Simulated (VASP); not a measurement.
A run of VASP 6.6.1 is set up as follows.

Contents of INCAR:

```
ALGO = Normal ; EDIFF = 1E-6
EDIFFG = -0.005 ; ENCUT = 600
GGA = PE ; IBRION = 2
ISIF = 3 ; ISMEAR = -1
LASPH = True ; LCHARG = False
LREAL = False ; LWAVE = False
NELM = 80 ; NSW = 100
PREC = Accurate ; SIGMA = 0.05
```

The input KPOINTS:

```
k-points
0
Gamma
  12 12 12
```

File POSCAR:

```
CuI
1.0
    0.0000000000      3.0187072258      3.0187072258
    3.0187072258      0.0000000000      3.0187072258
    3.0187072258      3.0187072258      0.0000000000
Cu I
1 1
Direct
    0.0000000000      0.0000000000      0.0000000000
    0.2500000000      0.2500000000      0.2500000000
```

Potentials or basis: VASP PAW PBE potentials, release 64 (Cu, I).

The run is started by

```bash
$ cat potpaw_PBE.64/Cu/POTCAR potpaw_PBE.64/I/POTCAR > POTCAR
$ mpirun -np 1 vasp_std > vasp.out
```

Problem. Estimate the band gap on the k mesh.

Solution. 1.12 eV, direct.

Problem. Predict the space group after relaxing (to 0.05 Å).

Solution. F-43m (No. 216).

Problem. What does it give for the relaxed cell?

Solution. a = 4.300 Å, b = 4.300 Å, c = 4.300 Å, α = 60.00°, β = 60.00°, γ = 60.00°.

The path:
| step | energy change (eV) | largest force (eV/Å) | pressure (GPa) | volume (Å³) |
| --- | --- | --- | --- | --- |
| 1 | 0.0000 | 0.0000 | 0.88 | 55.02 |
| 2 | -0.0033 | 0.0000 | 0.02 | 56.23 |

Caveat: spin-orbit coupling is left out, which moves the levels of the heavy elements. Expect the measured gap to be larger: semilocal functionals such as PBE lack the derivative discontinuity.
